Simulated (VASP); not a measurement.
# CsI (P4/mmm) in VASP: further runs, part 2 of 3

VASP 6.6.1. Earlier steps stand in the parts before.

### 3 Single point, r2SCAN (strain -0.0150 x Voigt [0, 0, 1, 0, 0, 0])

The input, POSCAR:

```
CsI
1.0
    4.5667000000      0.0000000000      0.0000000000
    0.0000000000      4.5667000000      0.0000000000
    0.0000000000      0.0000000000      4.4981995000
Cs I
1 1
Direct
    0.0000000000      0.0000000000      0.0000000000
    0.5000000000      0.5000000000      0.5000000000
```

The input, INCAR.step1:

```
SYSTEM = CsI
PREC = Accurate
ENCUT = 550
ISMEAR = 0
SIGMA = 0.05
LREAL = .FALSE.
LASPH = .TRUE.
NELM = 120
NBANDS = 15
GGA = PE
ALGO = Normal
EDIFF = 1E-5
LWAVE = .TRUE.
LCHARG = .FALSE.
GGA_COMPAT = .FALSE.
```

The input, INCAR.step2:

```
SYSTEM = CsI
PREC = Accurate
ENCUT = 550
EDIFF = 1E-6
ISMEAR = 0
SIGMA = 0.05
LREAL = .FALSE.
LASPH = .TRUE.
NELM = 120
ALGO = Normal
ISIF = 2
LWAVE = .FALSE.
LCHARG = .FALSE.
METAGGA = R2SCAN
LMIXTAU = .TRUE.
NBANDS = 15
ISTART = 1
GGA_COMPAT = .FALSE.
```

The input, KPOINTS:

```
Automatic mesh
0
G
  6 6 6
  0 0 0
```

Potentials or basis: VASP PAW PBE potentials, release 64 (Cs_sv, I).

On the command line:

```bash
$ cat potpaw_PBE.64/Cs_sv/POTCAR potpaw_PBE.64/I/POTCAR > POTCAR
$ cp INCAR.step1 INCAR
$ mpirun -np 1 vasp_std > vasp.out
$ cp INCAR.step2 INCAR
$ mpirun -np 1 vasp_std > vasp.out
```

OUTCAR:

```text
SYSTEM = CsI
   PREC = Accurate
   ENCUT = 550
   EDIFF = 1E-6
   ISMEAR = 0
   LREAL = .FALSE.
   LASPH = .TRUE.
   NELM = 120
   ISIF = 2
   METAGGA = R2SCAN
   ISTART = 1

 ion  position               nearest neighbor table
   1  0.000  0.000  0.000-
   2  0.500  0.500  0.500-

  LATTYP: Found a simple tetragonal cell.
 ALAT       =     4.5667000000
 C/A-ratio  =     0.9850000000

  Lattice vectors:

 A1 = (   4.5667000000,   0.0000000000,   0.0000000000)
 A2 = (   0.0000000000,   4.5667000000,   0.0000000000)
 A3 = (   0.0000000000,   0.0000000000,   4.4981995000)

Analysis of symmetry for initial positions (statically):
=====================================================================
 Subroutine PRICEL returns:
 Original cell was already a primitive cell.

 Routine SETGRP: Setting up the symmetry group for a
 simple tetragonal supercell.

 Subroutine GETGRP returns: Found 16 space group operations
 (whereof 16 operations were pure point group operations)
 out of a pool of 16 trial point group operations.

The static configuration has the point symmetry D_4h.

Analysis of symmetry for dynamics (positions and initial velocities):
=====================================================================
 Subroutine PRICEL returns:
 Original cell was already a primitive cell.

 Routine SETGRP: Setting up the symmetry group for a
 simple tetragonal supercell.

 Subroutine GETGRP returns: Found 16 space group operations
 (whereof 16 operations were pure point group operations)
 out of a pool of 16 trial point group operations.

The dynamic configuration has the point symmetry D_4h.

 Subroutine INISYM returns: Found 16 space group operations
 (whereof 16 operations are pure point group operations),
 and found     1 'primitive' translations

----------------------------------------------------------------------------------------
[... 121 lines left out ...]
   IVDW    =     0    specifies the selected vdW correction
   LEPSILON=     F    determine dielectric tensor
   LRPA    =     F    only Hartree local field effects (RPA)
 non-spin polarized calculation
 Gauss-broadening in eV      SIGMA  =   0.05
  energy-cutoff  :      550.00
  volume of cell :       93.81
 maximum number of plane-waves:      2769
 NGX is ok and might be reduce to    36
   NGX = 17   NGY = 17   NGZ = 17

 number of electron      16.0000002 magnetization

 Free energy of the ion-electron system (eV)
  ---------------------------------------------------
  ext. energy  EPLUGINS =         0.00000000
  ---------------------------------------------------
  free energy    TOTEN  =       -53.11622220 eV

  energy without entropy =      -53.11622220  energy(sigma->0) =      -53.11622220

 E-fermi :   0.8734     XC(G=0):  -8.1897

 val. band max:        0.6505698601   @ k =   0.5000   0.5000   0.0000
 cond. band min:       5.1691335563   @ k =   0.0000   0.0000   0.0000
 fundamental gap:      4.5185636962
 Fermi energy:         0.8733885947

 k-point     1 :       0.0000    0.0000    0.0000
  band No.  band energies     occupation
      1     -20.3421      2.00000
      2     -10.3860      2.00000
      3      -6.6732      2.00000
      4      -6.6732      2.00000
      5      -6.6546      2.00000
      6       0.4951      2.00000
      7       0.4951      2.00000
      8       0.5678      2.00000
      9       5.1691      0.00000
     10       5.1889      0.00000
     11       5.2858      0.00000
     12       8.9573      0.00000
     13       9.0759      0.00000
     14       9.0759      0.00000
[... 401 lines left out ...]
      2     -10.2521      2.00000
      3      -6.9648      2.00000
      4      -6.9625      2.00000
      5      -6.5713      2.00000
      6      -0.4505      2.00000
      7      -0.1562      2.00000
      8       0.5124      2.00000
      9       5.7317      0.00000
     10       6.3861      0.00000
     11       7.5409      0.00000
     12       7.6302      0.00000
     13       8.9470      0.00000
     14      10.5476      0.00000
     15      10.6708      0.00000

 [... further k-points ...]

------------------------ aborting loop because EDIFF is reached ----------------------------------------

  FORCE on cell =-STRESS in cart. coord.  units (eV):
  Direction    XX          YY          ZZ          XY          YZ          ZX
  --------------------------------------------------------------------------------------
  -------------------------------------------------------------------------------------
  Total        0.3179765      0.3179765      0.4846530      0.0000000      0.0000000      0.0000000
  in kB        5.4307758      5.4307758      8.2774731      0.0000000      0.0000000      0.0000000
  external PRESSURE =       6.3796749 kB  Pullay stress =       0.0000000 kB

 VOLUME and BASIS-vectors are now :
 -----------------------------------------------------------------------------
  energy-cutoff  :      550.00
  volume of cell :       93.81
      direct lattice vectors                 reciprocal lattice vectors
     4.566700000  0.000000000  0.000000000     0.218976504  0.000000000  0.000000000
     0.000000000  4.566700000  0.000000000     0.000000000  0.218976504  0.000000000
     0.000000000  0.000000000  4.498199500     0.000000000  0.000000000  0.222311171

 POSITION                                       TOTAL-FORCE (eV/Angst)
 -----------------------------------------------------------------------------------
      0.00000      0.00000      0.00000         0.000000      0.000000      0.000000
      2.28335      2.28335      2.24910         0.000000      0.000000      0.000000
 -----------------------------------------------------------------------------------
    total drift:                               -0.000000      0.000000      0.000000

  FREE ENERGIE OF THE ION-ELECTRON SYSTEM (eV)
  ---------------------------------------------------
  free  energy   TOTEN  =       -53.1162221968 eV

  energy  without entropy=      -53.1162221968  energy(sigma->0) =      -53.11622220
```

OUTCAR.step1:

```text
SYSTEM = CsI
   PREC = Accurate
   ENCUT = 550
   ISMEAR = 0
   LREAL = .FALSE.
   LASPH = .TRUE.
[... 655 lines left out ...]
      0.00000      0.00000      0.00000         0.000000      0.000000      0.000000
      2.28335      2.28335      2.24910         0.000000      0.000000      0.000000
 -----------------------------------------------------------------------------------
    total drift:                               -0.000000      0.000000      0.000000

  FREE ENERGIE OF THE ION-ELECTRON SYSTEM (eV)
  ---------------------------------------------------
  free  energy   TOTEN  =        -5.4183549541 eV

  energy  without entropy=       -5.4183549541  energy(sigma->0) =       -5.41835495
```

OSZICAR.step1:

```text
N       E                     dE             d eps       ncg     rms          rms(c)
DAV:   1     0.869157846529E+02    0.86916E+02   -0.64081E+03  1200   0.921E+02
DAV:   2     0.182314173708E+01   -0.85093E+02   -0.78048E+02  1669   0.145E+02
DAV:   3    -0.545694595645E+01   -0.72801E+01   -0.72521E+01  1585   0.464E+01
DAV:   4    -0.555395497068E+01   -0.97009E-01   -0.96999E-01  1484   0.648E+00
DAV:   5    -0.555496921031E+01   -0.10142E-02   -0.10142E-02  1663   0.642E-01    0.161E+00
DAV:   6    -0.543826570862E+01    0.11670E+00   -0.92587E-02  1494   0.154E+00    0.113E+00
DAV:   7    -0.541470093810E+01    0.23565E-01   -0.97134E-02  1536   0.152E+00    0.604E-01
DAV:   8    -0.541852013916E+01   -0.38192E-02   -0.12410E-02  1326   0.598E-01    0.107E-01
DAV:   9    -0.541828318077E+01    0.23696E-03   -0.52845E-04  1676   0.127E-01    0.542E-02
DAV:  10    -0.541835976274E+01   -0.76582E-04   -0.22970E-04  1270   0.812E-02    0.384E-02
DAV:  11    -0.541835495410E+01    0.48086E-05   -0.20516E-05  1578   0.203E-02
   1 F= -.54183550E+01 E0= -.54183550E+01  d E =-.346563E-19
```

Run time: 75 s. Hardware: 1 thread of Intel Xeon 6975P-C (Granite Rapids), shared host; peak memory 0.25 GiB.

What came out:

```yaml
Free_energy: -53.1162 eV
Pressure: 0.6 GPa
Band_gap_on_the_k_mesh: 4.52 eV (least direct gap 4.60 eV)
```

Caveat: the cell differs from its parent crystal (strain -0.0150 x Voigt [0, 0, 1, 0, 0, 0]); the PAW data sets were made with another functional, which shifts forces and pressure a little; spin-orbit coupling is left out, which moves the levels of the heavy elements.

(Continued in part 3 of 3.)
